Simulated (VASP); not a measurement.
Write the native input for VASP 6.6.1 that does the following.

| Property | Result |
| --- | --- |
| Task | single point |
| Functional | PBEsol |
| Potentials or basis | VASP PAW PBE potentials, release 64 (Ni, O) |
| Cutoff | 520 eV |
| k mesh | 20 × 20 × 20 |
| Occupations | gaussian, width 0.15 eV |
| Spin | collinear spin, ferromagnetic start |
| Starting moments | [1.05, 0.17] μB |
| Dipole correction | no |
| Further INCAR settings | ALGO = Normal; EDIFF = 1e-06; NBANDS = 19 |

The structure of NiO lies in POSCAR:

```
NiO
1.0
    0.0000000000      1.9867445000      1.9867445000
    1.9867445000      0.0000000000      1.9867445000
    1.9867445000      1.9867445000      0.0000000000
Ni O
1 1
Direct
    0.0000000000      0.0000000000      0.0000000000
    0.5000000000      0.5000000000      0.5000000000
```

This cell differs from its parent crystal: strain -0.050 along x and y, -0.050 along z.

These files were run (other wordings do the same):

INCAR

```
PREC = Accurate ; ENCUT = 520
EDIFF = 1E-6 ; ISMEAR = 0
SIGMA = 0.15 ; LREAL = False
LASPH = True ; NELM = 150
ALGO = Normal ; ISIF = 2
LWAVE = False ; LCHARG = False
ISPIN = 2 ; MAGMOM = 1.05 0.17
LORBIT = 11 ; LMAXMIX = 4
GGA = PS ; NBANDS = 19
```

KPOINTS

```
regular mesh
0
Gamma
  20 20 20
```

Potentials or basis: VASP PAW PBE potentials, release 64 (Ni, O).

Launch:

```console
$ cat potpaw_PBE.64/Ni/POTCAR potpaw_PBE.64/O/POTCAR > POTCAR
$ mpirun -np 1 vasp_std > vasp.out
```

It gave:

```
Pressure                                              : 26.4 GPa
Band gap on the k mesh                                : zero (filled and empty bands overlap)
Net moment                                            : 0.00 μB per cell
Valence electrons inside the program's atomic spheres : Ni 9.39; O 5.00
```

Caveat: the cell differs from its parent crystal (strain -0.050 along x and y, -0.050 along z); the PAW data sets were made with another functional, which shifts forces and pressure a little; semilocal functionals often make such compounds metallic where correlation or magnetic order opens a gap, which also shifts bond lengths.

It used 270 s of CPU time on 1 thread of AMD EPYC 7R13 Processor (Zen 3), with other jobs on the host.
